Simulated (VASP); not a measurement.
# SrO (R3m) in VASP: further runs

The runs below take SrO through single point, with PBE, r2SCAN.

Program: VASP 6.6.1. These are calculated values, not measurements. Logs are shortened: lines on timing, memory, paths and dates and some standing lists are left out, and cuts for length are marked.

## 1. The cell of the first run

It takes space group R3m (No. 160, trigonal). The conventional cell has a = 3.593 Å, b = 3.593 Å, c = 18.751 Å, α = 90.00°, β = 90.00°, γ = 120.00°. Sr (site symmetry 3m) has 6 O at 2.59 to 2.63 Å and 1 Sr at 3.17 Å within 3.4 Å. Within 3.4 Å of Sr (site symmetry 3m) lie 6 O at 2.58 to 2.59 Å and 1 Sr at 3.17 Å. O (site symmetry 3m) has 6 Sr at 2.58 to 2.59 Å and 1 O at 3.17 Å within 3.4 Å. O (site symmetry 3m) has 6 Sr at 2.59 to 2.63 Å and 1 O at 3.17 Å within 3.4 Å.

## 2. Single point, PBE

Contents of INCAR:

```
PREC = Accurate
ENCUT = 520
EDIFF = 1E-6
ISMEAR = 0
SIGMA = 0.02
LREAL = F
LASPH = T
NELM = 100
ALGO = Normal
ISIF = 2
LWAVE = F
LCHARG = F
GGA = PE
NBANDS = 24
```

Contents of KPOINTS:

```
Automatic mesh
0
Gamma
  6 6 6
```

Contents of POSCAR:

```
SrO
1.0
    1.7963443317      1.0371198835      6.2504139946
   -1.7963443317      1.0371198835      6.2504139946
    0.0000000000     -2.0742397669      6.2504139946
Sr O
2 2
Direct
    0.1244731557      0.1244731557      0.1244731557
    0.9552864318      0.9552864318      0.9552864318
    0.5404846568      0.5404846568      0.5404846568
    0.3716172475      0.3716172475      0.3716172475
```

Potentials or basis: VASP PAW PBE potentials, release 64 (Sr_sv, O).

On the command line:

```console
> cat potpaw_PBE.64/Sr_sv/POTCAR potpaw_PBE.64/O/POTCAR > POTCAR
> mpirun -np 1 vasp_std > vasp.out
```

OUTCAR:

```text
PREC = Accurate
   ENCUT = 520
   EDIFF = 1E-6
   ISMEAR = 0
   LREAL = F
   LASPH = T
   NELM = 100
   ISIF = 2
   GGA = PE

 ion  position               nearest neighbor table
   1  0.124  0.124  0.124-   3 2.59   3 2.59   3 2.59   4 2.63   4 2.63   4 2.63   2 3.17   2 3.71
                             2 3.71   2 3.71   2 4.79   2 4.79   2 4.79   2 4.79   2 4.79   2 4.79
   2  0.955  0.955  0.955-   3 2.58   3 2.58   3 2.58   4 2.59   4 2.59   4 2.59   1 3.17   1 3.71
                             1 3.71   1 3.71   1 4.79   1 4.79   1 4.79   1 4.79   1 4.79   1 4.79
   3  0.540  0.540  0.540-   2 2.58   2 2.58   2 2.58   1 2.59   1 2.59   1 2.59
   4  0.372  0.372  0.372-   2 2.59   2 2.59   2 2.59   1 2.63   1 2.63   1 2.63

  LATTYP: Found a trigonal (rhomboedric) cell.
 ALAT       =     6.5856013935
 COS(alpha) =     0.8511947375

  Lattice vectors:

 A1 = (   1.7963443317,   1.0371198835,   6.2504139946)
 A2 = (  -1.7963443317,   1.0371198835,   6.2504139946)
 A3 = (   0.0000000000,  -2.0742397669,   6.2504139946)

Analysis of symmetry for initial positions (statically):
=====================================================================
 Subroutine PRICEL returns:
 Original cell was already a primitive cell.

 Routine SETGRP: Setting up the symmetry group for a
 trigonal (rhombohedral) supercell.

 Subroutine GETGRP returns: Found  6 space group operations
 (whereof  6 operations were pure point group operations)
 out of a pool of 12 trial point group operations.

The static configuration has the point symmetry C_3v.

Analysis of symmetry for dynamics (positions and initial velocities):
=====================================================================
 Subroutine PRICEL returns:
 Original cell was already a primitive cell.

 Routine SETGRP: Setting up the symmetry group for a
 trigonal (rhombohedral) supercell.

 Subroutine GETGRP returns: Found  6 space group operations
 (whereof  6 operations were pure point group operations)
 out of a pool of 12 trial point group operations.

The dynamic configuration has the point symmetry C_3v.

 Subroutine INISYM returns: Found  6 space group operations
 (whereof  6 operations are pure point group operations),
 and found     1 'primitive' translations

----------------------------------------------------------------------------------------

                                     Primitive cell

  volume of cell :      69.8680

  direct lattice vectors                    reciprocal lattice vectors
     1.796344332  1.037119883  6.250413995     0.278343072  0.160701448  0.053329801
    -1.796344332  1.037119883  6.250413995    -0.278343072  0.160701448  0.053329801
     0.000000000 -2.074239767  6.250413995     0.000000000 -0.321402895  0.053329801

  length of vectors
     6.585601394  6.585601394  6.585601394     0.325797312  0.325797312  0.325797312

  position of ions in fractional coordinates (direct lattice)
     0.124473156  0.124473156  0.124473156
     0.955286432  0.955286432  0.955286432
     0.540484657  0.540484657  0.540484657
     0.371617247  0.371617247  0.371617247

  ion indices of the primitive-cell ions
   primitive index   ion index
                 1           1
                 2           2
                 3           3
                 4           4

----------------------------------------------------------------------------------------

 KPOINTS: Automatic mesh

Automatic generation of k-mesh.
 Grid dimensions read from file:
 generate k-points for:    6    6    6

 Generating k-lattice:

  Cartesian coordinates                     Fractional coordinates (reciprocal lattice)
     0.046390512  0.026783575  0.008888300     0.166666667  0.000000000  0.000000000
    -0.046390512  0.026783575  0.008888300     0.000000000  0.166666667  0.000000000
     0.000000000 -0.053567149  0.008888300     0.000000000  0.000000000  0.166666667

  Length of vectors
     0.054299552  0.054299552  0.054299552

  Shift w.r.t. Gamma in fractional coordinates (k-lattice)
     0.000000000  0.000000000  0.000000000

 Subroutine IBZKPT returns following result:
 ===========================================

 Found     32 irreducible k-points:

 Following reciprocal coordinates:
            Coordinates               Weight
  0.000000  0.000000  0.000000      1.000000
  0.166667  0.000000  0.000000      6.000000
  0.333333 -0.000000  0.000000      6.000000
  0.500000 -0.000000  0.000000      3.000000
  0.166667  0.166667  0.000000      6.000000
  0.333333  0.166667  0.000000     12.000000
[... 16 lines left out ...]
  0.500000  0.500000  0.166667      6.000000
 -0.333333  0.500000  0.166667     12.000000
 [... further k-points ...]
   k-points           NKPTS =     32   k-points in BZ     NKDIM =     32   number of bands    NBANDS=     24
   number of dos      NEDOS =    301   number of ions     NIONS =      4
   total plane-waves  NPLWV = 125000
   dimension x,y,z NGX =    50 NGY =   50 NGZ =   50
   dimension x,y,z NGXF=   100 NGYF=  100 NGZF=  100
   ions per type =               2   2
   NGX,Y,Z   is equivalent  to a cutoff of  12.62, 12.62, 12.62 a.u.
   NGXF,Y,Z  is equivalent  to a cutoff of  25.24, 25.24, 25.24 a.u.
 SYSTEM =  unknown system
   PREC   = accura    normal or accurate (medium, high low for compatibility)
   ISTART =      0    job   : 0-new  1-cont  2-samecut
   ICHARG =      2    charge: 1-file 2-atom 10-const
   ISPIN  =      1    spin polarized calculation?
   LNONCOLLINEAR =      F non collinear calculations
   LSORBIT =      F    spin-orbit coupling
   LASPH  =      T    aspherical Exc in radial PAW
   ENCUT  =  520.0 eV  38.22 Ry    6.18 a.u.  12.24 12.24 12.24*2*pi/ulx,y,z
   NELM   =    100;   NELMIN=  2; NELMDL= -5     # of ELM steps
   EDIFF  = 0.1E-05   stopping-criterion for ELM
   LREAL  =      F    real-space projection
[... 7 lines left out ...]
   TEBEG  =    0.0;   TEEND  =   0.0 temperature during run
   PSTRESS=    0.0 pullay stress
   NELECT =      32.0000    total number of electrons
   NUPDOWN=      -1.0000    fix difference up-down
   EMIN   =  10.00;   EMAX   =-10.00  energy-range for DOS
   EFERMI =   0.00;   METHOD = LEGACY
   ISMEAR =     0;   SIGMA  =   0.02  broadening in eV -4-tet -1-fermi 0-gaus
   EFERMI_NEDOS =   21; number of points for ismear=-14 and -15
   IALGO  =     38    algorithm
   IMIX   =      4    mixing-type and parameters
     AMIX     =   0.40;   BMIX     =  1.00
     AMIX_MAG =   1.60;   BMIX_MAG =  1.00
  volume/ion in A,a.u.               =      17.47       117.87
  Fermi-wavevector in a.u.,A,eV,Ry     =   1.261920  2.384684 21.666504  1.592443
  Thomas-Fermi vector in A             =   2.395355
   LORBIT       =      0    0 simple, 1 ext, 2 COOP (PROOUT), +10 PAW based schemes
   GGA     = PE    functional components
   LHFCALC =     F    Hartree Fock is set to
   AEXX    =    0.0000 exact exchange contribution
   IVDW    =     0    specifies the selected vdW correction
   LEPSILON=     F    determine dielectric tensor
   LRPA    =     F    only Hartree local field effects (RPA)
 non-spin polarized calculation
 Gauss-broadening in eV      SIGMA  =   0.02
  energy-cutoff  :      520.00
  volume of cell :       69.87
 maximum number of plane-waves:      1919
 NGX is ok and might be reduce to    50
   NGX = 25   NGY = 25   NGZ = 25

 number of electron      32.0000000 magnetization

 Free energy of the ion-electron system (eV)
  ---------------------------------------------------
  ext. energy  EPLUGINS =         0.00000000
  ---------------------------------------------------
  free energy    TOTEN  =       -23.65184308 eV

  energy without entropy =      -23.65184308  energy(sigma->0) =      -23.65184308

 E-fermi :   1.9228     XC(G=0):  -9.8899

 val. band max:        1.7753618573   @ k =   0.0000   0.0000   0.0000
 cond. band min:       5.0901094506   @ k =   0.0000   0.0000   0.0000
 fundamental gap:      3.3147475933
 Fermi energy:         1.9228017868

 k-point     1 :       0.0000    0.0000    0.0000
  band No.  band energies     occupation
      1     -31.2206      2.00000
      2     -30.8649      2.00000
      3     -15.1603      2.00000
      4     -13.4551      2.00000
      5     -12.9122      2.00000
      6     -12.9122      2.00000
[... 16 lines left out ...]
     23       9.2608      0.00000
     24      10.0468      0.00000

 k-point     2 :       0.1667    0.0000    0.0000
  band No.  band energies     occupation
      1     -31.1948      2.00000
      2     -30.8428      2.00000
      3     -14.9688      2.00000
      4     -14.0296      2.00000
      5     -12.9607      2.00000
      6     -12.9572      2.00000
[... 16 lines left out ...]
     23       9.6722      0.00000
     24       9.7460      0.00000

 k-point     3 :       0.3333   -0.0000    0.0000
  band No.  band energies     occupation
      1     -31.1427      2.00000
      2     -30.7979      2.00000
      3     -14.7833      2.00000
      4     -14.3089      2.00000
      5     -13.3249      2.00000
      6     -13.0549      2.00000
[... 16 lines left out ...]
     23      10.6680      0.00000
     24      10.8740      0.00000

 k-point     4 :       0.5000   -0.0000    0.0000
  band No.  band energies     occupation
      1     -31.1165      2.00000
      2     -30.7752      2.00000
      3     -14.9948      2.00000
      4     -13.7943      2.00000
      5     -13.4946      2.00000
      6     -13.1631      2.00000
[... 16 lines left out ...]
     23      11.1380      0.00000
     24      11.9279      0.00000

 k-point     5 :       0.1667    0.1667    0.0000
  band No.  band energies     occupation
      1     -31.1938      2.00000
      2     -30.8440      2.00000
      3     -14.9538      2.00000
      4     -14.0203      2.00000
      5     -12.9818      2.00000
      6     -12.9679      2.00000
[... 451 lines left out ...]
 k-point    22 :      -0.1667    0.3333    0.1667
  band No.  band energies     occupation
      1     -31.1158      2.00000
      2     -30.7760      2.00000
      3     -14.8018      2.00000
      4     -14.1465      2.00000
      5     -13.4659      2.00000
      6     -13.2982      2.00000
[... 16 lines left out ...]
     23      10.6919      0.00000
     24      11.3594      0.00000

 k-point    23 :       0.5000    0.5000    0.1667
  band No.  band energies     occupation
      1     -31.1367      2.00000
      2     -30.8047      2.00000
      3     -14.6594      2.00000
      4     -14.3760      2.00000
      5     -13.2964      2.00000
      6     -13.0799      2.00000
[... 16 lines left out ...]
     23      10.1011      0.00000
     24      10.8716      0.00000

 k-point    24 :      -0.3333    0.5000    0.1667
  band No.  band energies     occupation
      1     -31.1128      2.00000
      2     -30.7794      2.00000
      3     -14.6861      2.00000
      4     -14.3464      2.00000
      5     -13.3874      2.00000
      6     -13.2683      2.00000
[... 16 lines left out ...]
     23      10.4231      0.00000
     24      11.4314      0.00000

 [... further k-points ...]
[... 5 lines left out ...]
  --------------------------------------------------------------------------------------
  -------------------------------------------------------------------------------------
  Total        0.2040242      0.2040242      0.2467083      0.0000000      0.0000000      0.0000000
  in kB        4.6785762      4.6785762      5.6573848      0.0000000      0.0000000      0.0000000
  external PRESSURE =       5.0048457 kB  Pullay stress =       0.0000000 kB

 VOLUME and BASIS-vectors are now :
 -----------------------------------------------------------------------------
  energy-cutoff  :      520.00
  volume of cell :       69.87
      direct lattice vectors                 reciprocal lattice vectors
     1.796344332  1.037119883  6.250413995     0.278343072  0.160701448  0.053329801
    -1.796344332  1.037119883  6.250413995    -0.278343072  0.160701448  0.053329801
     0.000000000 -2.074239767  6.250413995     0.000000000 -0.321402895  0.053329801

 POSITION                                       TOTAL-FORCE (eV/Angst)
 -----------------------------------------------------------------------------------
      0.00000      0.00000      2.33403         0.000000      0.000000      0.002847
      0.00000      0.00000     17.91281         0.000000     -0.000000     -0.003478
      0.00000      0.00000     10.13476         0.000000     -0.000000     -0.005988
      0.00000      0.00000      6.96828         0.000000      0.000000      0.006619
 -----------------------------------------------------------------------------------
    total drift:                                0.000000     -0.000000     -0.000020

  FREE ENERGIE OF THE ION-ELECTRON SYSTEM (eV)
  ---------------------------------------------------
  free  energy   TOTEN  =       -23.6518430760 eV

  energy  without entropy=      -23.6518430760  energy(sigma->0) =      -23.65184308
```

It took 2.8 min on 1 thread of Intel Xeon Platinum 8259CL at 2.50GHz (Skylake/Cascade Lake), shared host; peak memory 0.34 GiB.

Results:

```
Free energy            : -23.6518 eV
Pressure               : 0.5 GPa
Largest force          : 0.007 eV/Å
Band gap on the k mesh : 3.31 eV
```

Forces in eV/Å, atoms in the order of the input:
```
Sr   0.000  0.000  0.003
Sr   0.000  0.000 -0.003
O    0.000  0.000 -0.006
O    0.000  0.000  0.007
```

A k mesh can miss the band edges.

## 3. Single point, r2SCAN

POSCAR is that of step 2.

Contents of INCAR.step1:

```
SYSTEM = SrO
  PREC = Accurate
  ENCUT = 520
  ISMEAR = 0
  SIGMA = 0.02
  LREAL = .False.
  LASPH = .True.
  NELM = 60
  NBANDS = 24
  GGA = PE
  ALGO = Normal
  EDIFF = 1E-4
  LWAVE = .True.
  LCHARG = .False.
```

Contents of INCAR.step2:

```
SYSTEM = SrO
  PREC = Accurate
  ENCUT = 520
  EDIFF = 1E-6
  ISMEAR = 0
  SIGMA = 0.02
  LREAL = .False.
  LASPH = .True.
  NELM = 60
  ALGO = Normal
  ISIF = 2
  LWAVE = .False.
  LCHARG = .True.
  METAGGA = R2SCAN
  LMIXTAU = .True.
  LELF = .True.
  LVHAR = .True.
  NBANDS = 24
  ISTART = 1
```

Contents of KPOINTS:

```
regular mesh
0
Gamma
  6 6 6
  0 0 0
```

Potentials or basis: VASP PAW PBE potentials, release 64 (Sr_sv, O).

On the command line:

```console
> cat potpaw_PBE.64/Sr_sv/POTCAR potpaw_PBE.64/O/POTCAR > POTCAR
> cp INCAR.step1 INCAR
> mpirun -np 1 vasp_std > vasp.out
> cp INCAR.step2 INCAR
> mpirun -np 1 vasp_std > vasp.out
```

Wall time 10 min (1 thread of Intel Xeon Platinum 8259CL at 2.50GHz (Skylake/Cascade Lake), shared host); peak memory 0.41 GiB.

It converged, with:

```yaml
Free_energy: -53.6473 eV
Pressure: -1.4 GPa
Largest_force: 0.034 eV/Å
Band_gap_on_the_k_mesh: 3.87 eV (least direct gap 3.90 eV)
```

Forces on the atoms (eV/Å):
```
Sr   0.000  0.000 -0.034
Sr   0.000  0.000  0.032
O    0.000  0.000 -0.008
O    0.000  0.000  0.010
```

Levels at points of the mesh, in eV from the valence-band top:
```tsv
k point	band 14	band 15	band 16	band 17	band 18	band 19
(0.00, 0.00, 0.00)	-0.36	-0.36	0.00	3.90	5.21	6.69
(0.50, 0.00, 0.00)	-0.85	-0.61	-0.53	4.65	5.50	7.26
(0.50, 0.50, 0.00)	-1.07	-0.28	-0.23	3.87	6.24	7.47
(0.50, 0.50, 0.50)	-0.99	-0.26	-0.26	4.91	5.97	6.58
```

Caveat: the PAW data sets were made with another functional, which shifts forces and pressure a little.
